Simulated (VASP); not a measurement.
# Yb: single point with LDA

The system is Yb.

```xyz
1
Lattice="-2.0161 2.0161 2.0161 2.0161 -2.0161 2.0161 2.0161 2.0161 -2.0161" Properties=species:S:1:pos:R:3 pbc="T T T"
Yb    0.0000    0.0000    0.0000
```

This isn't the form of Yb at room conditions, which is fcc.

```json
{
 "Program": "VASP 6.6.1",
 "Task": "single point",
 "Functional": "LDA",
 "Potentials or basis": "VASP PAW PBE potentials, release 64 (Yb)",
 "Cutoff": "520 eV",
 "k mesh": "13 × 13 × 13",
 "Occupations": "fermi-dirac, width 0.1 eV",
 "Spin": "no spin polarisation",
 "Dipole correction": "no",
 "Further INCAR settings": "ALGO = Normal; EDIFF = 1e-07; NBANDS = 18"
}
```

- Pressure: -2.9 GPa
- Band gap on the k mesh: zero (bands 12 and 13 overlap by 0.68 eV)

Levels at points of the mesh, in eV from the Fermi level:
```
           k point  band 8  band 9  band 10  band 11  band 12  band 13  band 14  band 15  band 16  band 17
(0.00, 0.00, 0.00)   -0.62   -0.46    -0.46    -0.46    -0.42     2.84     2.84     2.84     4.94     4.94
```

Run time: 38 s on 1 thread of Intel(R) Xeon(R) 6975P-C (Granite Rapids), on a shared host, peak memory 0.19 GiB.

Caveat: the PAW data sets were made with another functional, which shifts forces and pressure a little; spin-orbit coupling is left out, which moves the levels of the heavy elements. Spin polarisation is off, so any magnetic state and its effect on volume and gap are missing.
